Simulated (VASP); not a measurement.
Write the native input for VASP 6.6.1 that does the following.

* Task: single point
* Functional: r2SCAN
* Potentials or basis: VASP PAW PBE potentials, release 64 (W_sv, S)
* Cutoff: 520 eV
* k mesh: 8 × 8 × 1
* Occupations: gaussian, width 0.05 eV
* Spin: no spin polarisation
* Dipole correction: no
* Further INCAR settings: ALGO = Normal; EDIFF = 1e-06; NBANDS = 35

The system is WS2, a slab with vacuum.

```
CELL_PARAMETERS angstrom
3.18321 0.00000 0.00000
-1.59160 2.75674 0.00000
0.00000 0.00000 23.66876
ATOMIC_POSITIONS crystal
W 0.33333 0.66667 0.63732
W 0.66667 0.33333 0.36268
S 0.33333 0.66667 0.29682
S 0.66667 0.33333 0.57144
S 0.33333 0.66667 0.42856
S 0.66667 0.33333 0.70318
```

The input as run:

POSCAR

```
WS2
1.0
    3.1832090000      0.0000000000      0.0000000000
   -1.5916040000      2.7567390000      0.0000000000
    0.0000000000      0.0000000000     23.6687630000
W S
2 4
Direct
    0.3333330000      0.6666670000      0.6373180000
    0.6666670000      0.3333330000      0.3626820000
    0.3333330000      0.6666670000      0.2968160000
    0.6666670000      0.3333330000      0.5714420000
    0.3333330000      0.6666670000      0.4285580000
    0.6666670000      0.3333330000      0.7031840000
```

INCAR.step1

```
SYSTEM = WS2
ALGO = Normal
EDIFF = 1E-4
ENCUT = 520
GGA = PE
ISMEAR = 0
LASPH = .True.
LCHARG = .False.
LREAL = .False.
LWAVE = .True.
NBANDS = 35
NELM = 60
PREC = Accurate
SIGMA = 0.05
```

INCAR.step2

```
SYSTEM = WS2
ALGO = Normal
EDIFF = 1E-6
ENCUT = 520
ISIF = 2
ISMEAR = 0
ISTART = 1
LASPH = .True.
LCHARG = .False.
LMIXTAU = .True.
LREAL = .False.
LWAVE = .False.
METAGGA = R2SCAN
NBANDS = 35
NELM = 60
PREC = Accurate
SIGMA = 0.05
```

KPOINTS

```
k-points
0
Gamma
  8 8 1
  0 0 0
```

Potentials or basis: VASP PAW PBE potentials, release 64 (W_sv, S).

Command:

```console
$ cat potpaw_PBE.64/W_sv/POTCAR potpaw_PBE.64/S/POTCAR > POTCAR
$ cp INCAR.step1 INCAR
$ mpirun -np 1 vasp_std > vasp.out
$ cp INCAR.step2 INCAR
$ mpirun -np 1 vasp_std > vasp.out
```

It gave:

```yaml
Largest_force: 0.013 eV/Å
Band_gap_on_the_k_mesh: 1.85 eV, indirect (least direct gap 2.36 eV)
```

Caveat: the PAW data sets were made with another functional, which shifts forces and pressure a little; spin-orbit coupling is left out, which moves the levels of the heavy elements.

It took 2.9 min on 1 thread of Intel(R) Xeon(R) Platinum 8559C (Emerald Rapids), on a shared host, peak memory 0.36 GiB.
